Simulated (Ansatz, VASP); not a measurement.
## Re: VASP beside Ansatz

```
Re
1.0
     2.56772    0.00000    0.00000
    -1.28386    2.22371    0.00000
     0.00000    0.00000    4.10575
Re
2
Direct
  0.33333 0.66667 0.25000
  0.66667 0.33333 0.75000
```

Change from the starting cell: functional pbesol, volume scaled by 0.96.

Alike in both runs: task single point; functional PBEsol; k mesh 18 × 18 × 10; occupations fermi-dirac, width 0.05 eV; no spin polarisation.

|  | VASP | Ansatz |
| --- | --- | --- |
| version | VASP 6.6.1 | Ansatz 0.2.0 |
| potentials or method | VASP PAW PBE potentials, release 64 (Re), cutoff 520 eV | all-electron LAPW, scalar-relativistic |

```csv
,VASP,Ansatz,Ansatz less VASP
pressure (GPa),139.2,134.0,-5.19
"traceless stress, the component that is largest in VASP (GPa)",5.97,5.93,-0.045
```

VASP's potentials were made for PBE, not for PBEsol. Both programs put the cell under a high pressure, so it lies far from rest at this level. Ansatz ran all-electron here, and VASP with PAW potentials.

Spin-orbit coupling is off throughout. Noted on VASP's run: the cell as given lies far from equilibrium.
